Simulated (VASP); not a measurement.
Sn, 2 atoms in the cell. It takes space group I4_1/amd (No. 141, tetragonal). Conventional cell: a = 4.498 Å, b = 4.498 Å, c = 6.491 Å, α = 90.00°, β = 90.00°, γ = 90.00°. Within 3.7 Å of Sn (site symmetry -4m2) lie 4 Sn at 2.77 Å.  This cell differs from its parent crystal: equal xx and yy strain of -2 %.

```yaml
Program: VASP 6.6.1
Task: electric field gradients
Functional: PBE
Potentials_or_basis: VASP PAW PBE potentials, release 64 (Sn_d)
Cutoff: 520 eV
k_mesh: 9 × 9 × 9
Occupations: fermi-dirac, width 0.03 eV
Spin: no spin polarisation
Dipole_correction: no
Further_INCAR_settings: ALGO = Normal; EDIFF = 1e-08; NBANDS = 21
```

Potentials or basis: VASP PAW PBE potentials, release 64 (Sn_d).

Command:

```bash
$ cat potpaw_PBE.64/Sn_d/POTCAR > POTCAR
$ mpirun -np 1 vasp_std > vasp.out
```

Hardware: 1 thread of Intel(R) Xeon(R) 6975P-C (Granite Rapids), on a shared host.

Problem. Estimate the wall time of this run.

Solution. Wall time 43 s on 1 thread of Intel(R) Xeon(R) 6975P-C (Granite Rapids) (shared host), peak memory 0.24 GiB. Counts: scf iterations 15, k points 75.
